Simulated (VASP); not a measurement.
# Mo (Im-3m) in VASP: a series of runs

Runs on Mo. Level: LDA. Tasks: single point, relaxation of cell and atoms.

Program: VASP 6.6.1. These are calculated values, not measurements. Logs are shortened: lines on timing, memory, paths and dates and some standing lists are left out, and cuts for length are marked.

### Step 1. The cell of the first run

It takes space group Im-3m (No. 229, cubic). Conventional cell: a = 3.111 Å, b = 3.111 Å, c = 3.111 Å, α = 90.00°, β = 90.00°, γ = 90.00°. Mo (site symmetry m-3m) has 14 Mo at 2.69 to 3.11 Å within 3.6 Å.

### Step 2. Single point, LDA

INCAR

```
SYSTEM = Mo
ALGO = Normal ; EDIFF = 1E-6
ENCUT = 520 ; ISIF = 2
ISMEAR = 0 ; LASPH = .True.
LCHARG = .False. ; LREAL = .False.
LWAVE = .False. ; NBANDS = 13
NELM = 100 ; PREC = Accurate
SIGMA = 0.1
```

KPOINTS

```
k-points
0
Gamma
  18 18 18
  0 0 0
```

POSCAR

```
Mo
1.0
   -1.5555908445      1.5555908445      1.5555908445
    1.5555908445     -1.5555908445      1.5555908445
    1.5555908445      1.5555908445     -1.5555908445
Mo
1
Direct
    0.0000000000      0.0000000000      0.0000000000
```

Potentials or basis: VASP PAW LDA potentials, release 64 (Mo_sv).

Started as:

```console
$ cat potpaw_LDA.64/Mo_sv/POTCAR > POTCAR
$ mpirun -np 1 vasp_std > vasp.out
```

OUTCAR:

```text
SYSTEM = Mo
   EDIFF = 1E-6
   ENCUT = 520
   ISIF = 2
   ISMEAR = 0
   LASPH = .True.
   LREAL = .False.
   NELM = 100
   PREC = Accurate

 ion  position               nearest neighbor table
   1  0.000  0.000  0.000-

  LATTYP: Found a body centered cubic cell.
 ALAT       =     3.1111816890

  Lattice vectors:

 A1 = (  -1.5555908445,   1.5555908445,   1.5555908445)
 A2 = (   1.5555908445,  -1.5555908445,   1.5555908445)
 A3 = (   1.5555908445,   1.5555908445,  -1.5555908445)

Analysis of symmetry for initial positions (statically):
=====================================================================
 Subroutine PRICEL returns:
 Original cell was already a primitive cell.

 Routine SETGRP: Setting up the symmetry group for a
 body centered cubic supercell.

 Subroutine GETGRP returns: Found 48 space group operations
 (whereof 48 operations were pure point group operations)
 out of a pool of 48 trial point group operations.

The static configuration has the point symmetry O_h .

Analysis of symmetry for dynamics (positions and initial velocities):
=====================================================================
 Subroutine PRICEL returns:
 Original cell was already a primitive cell.

 Routine SETGRP: Setting up the symmetry group for a
 body centered cubic supercell.

 Subroutine GETGRP returns: Found 48 space group operations
 (whereof 48 operations were pure point group operations)
 out of a pool of 48 trial point group operations.

The dynamic configuration has the point symmetry O_h .

 Subroutine INISYM returns: Found 48 space group operations
 (whereof 48 operations are pure point group operations),
 and found     1 'primitive' translations

----------------------------------------------------------------------------------------

                                     Primitive cell

  volume of cell :      15.0573

  direct lattice vectors                    reciprocal lattice vectors
    -1.555590844  1.555590844  1.555590844     0.000000000  0.321421280  0.321421280
     1.555590844 -1.555590844  1.555590844     0.321421280  0.000000000  0.321421280
     1.555590844  1.555590844 -1.555590844     0.321421280  0.321421280  0.000000000

  length of vectors
     2.694362378  2.694362378  2.694362378     0.454558333  0.454558333  0.454558333

  position of ions in fractional coordinates (direct lattice)
     0.000000000  0.000000000  0.000000000

  ion indices of the primitive-cell ions
   primitive index   ion index
                 1           1

----------------------------------------------------------------------------------------

 KPOINTS: k-points

Automatic generation of k-mesh.
 Grid dimensions read from file:
 generate k-points for:   18   18   18

 Generating k-lattice:

  Cartesian coordinates                     Fractional coordinates (reciprocal lattice)
     0.000000000  0.017856738  0.017856738     0.055555556  0.000000000  0.000000000
     0.017856738  0.000000000  0.017856738     0.000000000  0.055555556  0.000000000
     0.017856738  0.017856738  0.000000000     0.000000000  0.000000000  0.055555556

  Length of vectors
     0.025253241  0.025253241  0.025253241

  Shift w.r.t. Gamma in fractional coordinates (k-lattice)
     0.000000000  0.000000000  0.000000000

 Subroutine IBZKPT returns following result:
 ===========================================

 Found    195 irreducible k-points:

 Following reciprocal coordinates:
            Coordinates               Weight
  0.000000  0.000000  0.000000      1.000000
  0.055556  0.000000  0.000000     12.000000
  0.111111  0.000000  0.000000     12.000000
  0.166667  0.000000  0.000000     12.000000
  0.222222  0.000000  0.000000     12.000000
  0.277778  0.000000  0.000000     12.000000
[... 16 lines left out ...]
  0.333333  0.111111 -0.000000     48.000000
  0.388889  0.111111  0.000000     48.000000
 [... further k-points ...]
   k-points           NKPTS =    195   k-points in BZ     NKDIM =    195   number of bands    NBANDS=     13
   number of dos      NEDOS =    301   number of ions     NIONS =      1
   total plane-waves  NPLWV =   8000
   dimension x,y,z NGX =    20 NGY =   20 NGZ =   20
   dimension x,y,z NGXF=    40 NGYF=   40 NGZF=   40
   ions per type =               1
   NGX,Y,Z   is equivalent  to a cutoff of  12.34, 12.34, 12.34 a.u.
   NGXF,Y,Z  is equivalent  to a cutoff of  24.68, 24.68, 24.68 a.u.
 SYSTEM =  Mo
   PREC   = accura    normal or accurate (medium, high low for compatibility)
   ISTART =      0    job   : 0-new  1-cont  2-samecut
   ICHARG =      2    charge: 1-file 2-atom 10-const
   ISPIN  =      1    spin polarized calculation?
   LNONCOLLINEAR =      F non collinear calculations
   LSORBIT =      F    spin-orbit coupling
   LASPH  =      T    aspherical Exc in radial PAW
   ENCUT  =  520.0 eV  38.22 Ry    6.18 a.u.   5.01  5.01  5.01*2*pi/ulx,y,z
   NELM   =    100;   NELMIN=  2; NELMDL= -5     # of ELM steps
   EDIFF  = 0.1E-05   stopping-criterion for ELM
   LREAL  =      F    real-space projection
   EDIFFG = 0.1E-04   stopping-criterion for IOM
   NSW    =      0    number of steps for IOM
   IBRION =     -1    ionic relax: 0-MD 1-quasi-New 2-CG
   NFREE  =      0    steps in history (QN), initial steepest desc. (CG)
   ISIF   =      2    stress and relaxation
   ISYM   =      2    0-nonsym 1-usesym 2-fastsym
   POTIM  = 0.5000    time-step for ionic-motion
   TEBEG  =    0.0;   TEEND  =   0.0 temperature during run
   PSTRESS=    0.0 pullay stress
   NELECT =      14.0000    total number of electrons
   NUPDOWN=      -1.0000    fix difference up-down
   EMIN   =  10.00;   EMAX   =-10.00  energy-range for DOS
   EFERMI =   0.00;   METHOD = LEGACY
   ISMEAR =     0;   SIGMA  =   0.10  broadening in eV -4-tet -1-fermi 0-gaus
   EFERMI_NEDOS =   21; number of points for ismear=-14 and -15
   IALGO  =     38    algorithm
   IMIX   =      4    mixing-type and parameters
     AMIX     =   0.40;   BMIX     =  1.00
     AMIX_MAG =   1.60;   BMIX_MAG =  1.00
  volume/ion in A,a.u.               =      15.06       101.61
  Fermi-wavevector in a.u.,A,eV,Ry     =   1.597848  3.019495 34.737283  2.553118
  Thomas-Fermi vector in A             =   2.695390
   LORBIT       =      0    0 simple, 1 ext, 2 COOP (PROOUT), +10 PAW based schemes
   GGA     = CA    functional components
   LHFCALC =     F    Hartree Fock is set to
   AEXX    =    0.0000 exact exchange contribution
   IVDW    =     0    specifies the selected vdW correction
   LEPSILON=     F    determine dielectric tensor
   LRPA    =     F    only Hartree local field effects (RPA)
 non-spin polarized calculation
 Gauss-broadening in eV      SIGMA  =   0.10
  energy-cutoff  :      520.00
  volume of cell :       15.06
 maximum number of plane-waves:       420
   NGX =  9   NGY =  9   NGZ =  9

 number of electron      13.9999996 magnetization

 Free energy of the ion-electron system (eV)
  ---------------------------------------------------
  ext. energy  EPLUGINS =         0.00000000
  ---------------------------------------------------
  free energy    TOTEN  =       -12.13021174 eV

  energy without entropy =      -12.12809702  energy(sigma->0) =      -12.12915438

 E-fermi :  13.1142     XC(G=0): -13.8141

 val. band max:       13.1005174166   @ k =  -0.3889   0.4444   0.2778
 cond. band min:      13.1603754683   @ k =  -0.3333   0.3889   0.2778
 fundamental gap:      0.0598580517
 Fermi energy:        13.1142024819

 k-point     1 :       0.0000    0.0000    0.0000
  band No.  band energies     occupation
      1     -47.8659      2.00000
      2     -21.2131      2.00000
      3     -21.2131      2.00000
      4     -21.2131      2.00000
      5       5.7366      2.00000
      6      11.6313      2.00000
      7      11.6313      2.00000
      8      11.6313      2.00000
      9      14.7746      0.00000
     10      14.7746      0.00000
     11      27.9592      0.00000
     12      27.9592      0.00000
     13      27.9592      0.00000

 k-point     2 :       0.0556    0.0000    0.0000
  band No.  band energies     occupation
      1     -47.8567      2.00000
      2     -21.2651      2.00000
      3     -21.2290      2.00000
      4     -21.2136      2.00000
      5       5.8803      2.00000
      6      11.5488      2.00000
      7      11.6183      2.00000
      8      11.7668      2.00000
      9      14.6496      0.00000
     10      14.7762      0.00000
     11      28.0712      0.00000
     12      28.2013      0.00000
     13      28.2608      0.00000

 k-point     3 :       0.1111    0.0000    0.0000
  band No.  band energies     occupation
      1     -47.8299      2.00000
      2     -21.4134      2.00000
      3     -21.2746      2.00000
      4     -21.2148      2.00000
      5       6.2888      2.00000
      6      11.3200      2.00000
      7      11.5613      2.00000
      8      12.1681      2.00000
      9      14.3769      0.00000
     10      14.7868      0.00000
     11      28.3442      0.00000
     12      28.9068      0.00000
     13      29.0196      0.00000
[... 305 lines left out ...]
 k-point    23 :       0.3333    0.1111   -0.0000
  band No.  band energies     occupation
      1     -47.5769      2.00000
      2     -22.6022      2.00000
      3     -21.7125      2.00000
      4     -21.2953      2.00000
      5       8.1114      2.00000
      6       9.7898      2.00000
      7      12.5151      2.00000
      8      14.5764      0.00000
      9      15.6364      0.00000
     10      17.8686      0.00000
     11      26.0960      0.00000
     12      26.8956      0.00000
     13      31.4824      0.00000

 k-point    24 :       0.3889    0.1111    0.0000
  band No.  band energies     occupation
      1     -47.5506      2.00000
      2     -22.7129      2.00000
      3     -21.7651      2.00000
      4     -21.2977      2.00000
      5       7.9541      2.00000
      6       9.6573      2.00000
      7      13.1698      0.43212
      8      14.7024      0.00000
      9      15.9202      0.00000
     10      18.7963      0.00000
     11      25.2776      0.00000
     12      26.0693      0.00000
     13      30.5271      0.00000

 [... further k-points ...]
[... 5 lines left out ...]
  --------------------------------------------------------------------------------------
  -------------------------------------------------------------------------------------
  Total        0.1192546      0.1192546      0.1192546     -0.0000000      0.0000000      0.0000000
  in kB       12.6893558     12.6893558     12.6893558     -0.0000000      0.0000000      0.0000000
  external PRESSURE =      12.6893558 kB  Pullay stress =       0.0000000 kB

 VOLUME and BASIS-vectors are now :
 -----------------------------------------------------------------------------
  energy-cutoff  :      520.00
  volume of cell :       15.06
      direct lattice vectors                 reciprocal lattice vectors
    -1.555590844  1.555590844  1.555590844     0.000000000  0.321421280  0.321421280
     1.555590844 -1.555590844  1.555590844     0.321421280  0.000000000  0.321421280
     1.555590844  1.555590844 -1.555590844     0.321421280  0.321421280  0.000000000

 POSITION                                       TOTAL-FORCE (eV/Angst)
 -----------------------------------------------------------------------------------
      0.00000      0.00000      0.00000         0.000000      0.000000     -0.000000
 -----------------------------------------------------------------------------------
    total drift:                                0.000000     -0.000000      0.000000

  FREE ENERGIE OF THE ION-ELECTRON SYSTEM (eV)
  ---------------------------------------------------
  free  energy   TOTEN  =       -12.1302117415 eV

  energy  without entropy=      -12.1280970155  energy(sigma->0) =      -12.12915438
```

It took 41 s on 1 thread of Intel Xeon 8259CL, shared host; peak memory 0.15 GiB.

Results:

```
Free energy            : -12.1302 eV
Pressure               : 1.3 GPa
Band gap on the k mesh : zero (band 7 reaches 17.31 eV, above the bottom of band 8 at 11.63 eV)
```

Levels at points of the mesh, in eV from the Fermi level:
```
           k point  band 5  band 6  band 7  band 8  band 9  band 10
(0.00, 0.00, 0.00)   -7.38   -1.48   -1.48   -1.48    1.66     1.66
(0.50, 0.00, 0.00)   -5.60   -3.63    1.72    1.80    2.37     5.01
(0.50, 0.50, 0.50)   -5.79   -5.79    4.19    4.19    4.19     9.32
```

### Step 3. Relaxation of cell and atoms, LDA

This run uses another cell than the first one, of 15.51 Å³/atom, 1.030 times its volume.

INCAR

```
ALGO = Normal ; EDIFF = 1E-7
EDIFFG = -0.005 ; ENCUT = 600
GGA = CA ; IBRION = 2
ISIF = 3 ; ISMEAR = 0
LASPH = T ; LCHARG = F
LREAL = F ; LWAVE = F
NELM = 60 ; NSW = 100
PREC = Accurate ; SIGMA = 0.1
```

KPOINTS

```
k-points
0
Gamma
  18 18 18
```

POSCAR

```
Mo
1.0
   -1.5710000000      1.5710000000      1.5710000000
    1.5710000000     -1.5710000000      1.5710000000
    1.5710000000      1.5710000000     -1.5710000000
Mo
1
Direct
    0.0000000000      0.0000000000      0.0000000000
```

Potentials or basis: VASP PAW LDA potentials, release 64 (Mo_sv).

Started as:

```console
$ cat potpaw_LDA.64/Mo_sv/POTCAR > POTCAR
$ mpirun -np 1 vasp_std > vasp.out
```

Run time: 1.8 min. Hardware: 1 thread of Intel Xeon 8259CL, shared host; peak memory 0.17 GiB.

Results (log left out):

| Quantity | Value |
| --- | --- |
| Free energy | -12.1308 eV |
| Relaxed volume | 15.12 Å³/atom |
| Relaxed cell | a = 2.698 Å, b = 2.698 Å, c = 2.698 Å, α = 109.47°, β = 109.47°, γ = 109.47° |
| Space group after relaxing (to 0.05 Å) | Im-3m (No. 229) |
| Energy gained by relaxing | 8.8 meV/atom |
| Ionic steps | 4 |
| Pressure after relaxing | 0.0 GPa |
| Band gap on the k mesh | zero (band 7 reaches 17.21 eV, above the bottom of band 8 at 11.57 eV) |

Step by step:
| step | energy change (eV) | largest force (eV/Å) | pressure (GPa) | volume (Å³) |
| --- | --- | --- | --- | --- |
| 1 | 0.0000 | 0.0000 | -7.07 | 15.51 |
| 2 | 0.0748 | 0.0000 | 26.05 | 14.02 |
| 3 | -0.0087 | 0.0000 | -0.24 | 15.13 |
| 4 | -0.0088 | 0.0000 | -0.03 | 15.12 |

Final structure:
```cif
data_structure
_symmetry_space_group_name_H-M 'P 1'
_symmetry_Int_Tables_number 1
_cell_length_a 2.6982
_cell_length_b 2.6982
_cell_length_c 2.6982
_cell_angle_alpha 109.471
_cell_angle_beta 109.471
_cell_angle_gamma 109.471
_cell_volume 15.12
loop_
_atom_site_label
_atom_site_type_symbol
_atom_site_fract_x
_atom_site_fract_y
_atom_site_fract_z
_atom_site_occupancy
Mo1 Mo 0.00000 0.00000 0.00000 1
```

Levels at points of the mesh, in eV from the Fermi level:
```tsv
k point	band 3	band 4	band 5	band 6	band 7	band 8	band 9	band 10	band 11
(0.00, 0.00, 0.00)	-34.34	-34.34	-7.36	-1.47	-1.47	-1.47	1.65	1.65	14.84
(0.50, 0.00, 0.00)	-34.84	-34.35	-5.57	-3.61	1.71	1.78	2.36	4.98	12.00
(0.50, 0.50, 0.50)	-35.42	-35.42	-5.76	-5.76	4.17	4.17	4.17	9.28	9.28
```

LDA usually gives volumes a few per cent too small. Zero-point motion and thermal expansion aren't in these numbers.

### Step 4. Single point, LDA

This run uses another cell than the first one, of 15.51 Å³/atom, 1.030 times its volume.

INCAR

```
SYSTEM = Mo
PREC     = Accurate       ! precision mode
ENCUT    = 500            ! plane-wave cutoff, eV
EDIFF    = 1E-6           ! SCF threshold, eV
ISMEAR   = 0              ! smearing method
SIGMA    = 0.1            ! smearing width, eV
LREAL    = .False.        ! projectors in reciprocal space
LASPH    = .True.         ! aspherical terms in the spheres
NELM     = 120            ! most SCF steps
ALGO     = Normal         ! electronic algorithm
ISIF     = 2              ! what is computed and relaxed
LWAVE    = .False.        ! write WAVECAR
LCHARG   = .False.        ! write CHGCAR
NBANDS   = 13             ! bands
GGA_COMPAT= .False.
```

KPOINTS

```
regular mesh
0
Gamma
  8 8 8
  0 0 0
```

POSCAR is that of step 3.

Started as:

```console
$ cat potpaw_LDA.64/Mo_sv/POTCAR > POTCAR
$ mpirun -np 1 vasp_std > vasp.out
```

Wall time 5.5 s (1 thread of Intel Xeon 8259CL, shared host); peak memory 0.12 GiB.

Results (log left out):

```
Free energy            : -12.0999 eV
Pressure               : -6.5 GPa
Band gap on the k mesh : zero (band 7 reaches 16.65 eV, above the bottom of band 8 at 11.20 eV)
```

Levels at points of the mesh, in eV from the Fermi level:
| k point | band 3 | band 4 | band 5 | band 6 | band 7 | band 8 | band 9 | band 10 | band 11 | band 12 |
| --- | --- | --- | --- | --- | --- | --- | --- | --- | --- | --- |
| (0.00, 0.00, 0.00) | -34.24 | -34.24 | -7.13 | -1.27 | -1.27 | -1.27 | 1.76 | 1.76 | 14.96 | 14.96 |
| (0.50, 0.00, 0.00) | -34.71 | -34.25 | -5.27 | -3.33 | 1.80 | 1.83 | 2.43 | 4.95 | 11.87 | 12.10 |
| (0.50, 0.50, 0.50) | -35.24 | -35.24 | -5.41 | -5.41 | 4.17 | 4.17 | 4.17 | 9.23 | 9.23 | 9.23 |

### Step 5. Summary

| task | cell | k mesh | cutoff (eV) | gap on the mesh (eV) | pressure (GPa) |
| --- | --- | --- | --- | --- | --- |
| single point | a = 2.694 Å, angles 109.5°, 1 atom | 18 × 18 × 18 | 520 | none | 1.3 |
| relaxation of cell and atoms | relaxed from a = 2.721 Å, angles 109.5°, 1 atom | 18 × 18 × 18 | 600 | none | 0.0 |
| single point | a = 2.721 Å, angles 109.5°, 1 atom | 8 × 8 × 8 | 500 | none | -6.5 |

Alike in all rows: level LDA; potentials or basis VASP PAW LDA potentials, release 64 (Mo_sv); no spin polarisation; smearing gaussian 0.1 eV.

Absolute energies hang on the potentials; compare differences alone.
